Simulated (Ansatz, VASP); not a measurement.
Two plane-wave programs on Mo5Rh

File INCAR:

```
PREC = Accurate ; ENCUT = 500
EDIFF = 1E-6 ; ISMEAR = 0
SIGMA = 0.1 ; LREAL = False
LASPH = True ; NELM = 120
ALGO = Normal ; ISIF = 2
LWAVE = False ; LCHARG = False
GGA = PE ; NBANDS = 52
GGA_COMPAT = False
```

File KPOINTS:

```
Automatic mesh
0
Gamma
  6 6 2
```

POSCAR

```
Mo5Rh
1.0
    3.1612142758      0.0000000000      0.0000000000
    0.0000000000      3.1612142758      0.0000000000
    0.0000000000      0.0000000000      9.3891405847
Mo Rh
5 1
Direct
    0.0000000000      0.0000000000      0.3314456740
    0.5000000000      0.5000000000      0.1733066658
    0.5000000000      0.5000000000      0.5000000000
    0.0000000000      0.0000000000      0.6685543260
    0.5000000000      0.5000000000      0.8266933342
    0.0000000000      0.0000000000      0.0000000000
```

Input for Ansatz:

```yaml
crystal:
  lattice:
    - [3.1612142758, 0.0, 0.0]
    - [0.0, 3.1612142758, 0.0]
    - [0.0, 0.0, 9.3891405847]
  atoms:
    - { symbol: Mo, position: [0.0, 0.0, 0.331445674] }
    - { symbol: Mo, position: [0.5, 0.5, 0.1733066658] }
    - { symbol: Mo, position: [0.5, 0.5, 0.5] }
    - { symbol: Mo, position: [0.0, 0.0, 0.668554326] }
    - { symbol: Mo, position: [0.5, 0.5, 0.8266933342] }
    - { symbol: Rh, position: [0.0, 0.0, 0.0] }
basis:
  ecutwfc: 420
kpoints:
  mp_grid: { grid: [6, 6, 2] }
hamiltonian:
  xc: pbe
scf:
  occupations: { method: gaussian, width: 0.1 }
  lower_state_search: "off"
output:
  forces: true
  stress: true
  eigenvalues: true
```

Alike in both runs: task single point; functional PBE; k mesh 6 × 6 × 2; occupations gaussian, width 0.1 eV; no spin polarisation.

|  | VASP | Ansatz |
| --- | --- | --- |
| version | VASP 6.6.1 | Ansatz 0.2.0 |
| potentials or method | VASP PAW PBE potentials, release 64 (Mo_sv, Rh_pv), cutoff 500 eV | scalar-relativistic, plane waves, PAW |
| valence electrons in the cell | 85 | 87 |

```csv
,VASP,Ansatz,Ansatz less VASP
gap on the k mesh at the Fermi level (eV),none,none,-
pressure (GPa),0.1,-0.4,-0.45
"traceless stress, the component that is largest in VASP (GPa)",0.48,0.49,+0.010
rms of the force components (eV/Å),0.080,0.073,-0.0071
```

Atom by atom the forces differ by 0.007 eV/Å (rms over components). A gap of «none» marks a metal or a gap that the smearing closes. With one functional, cell and mesh, what is left measures potentials, basis and numerics. VASP's potentials hold 85 valence electrons a cell and Ansatz's 87, so a difference there can come from the potentials and not from the codes.
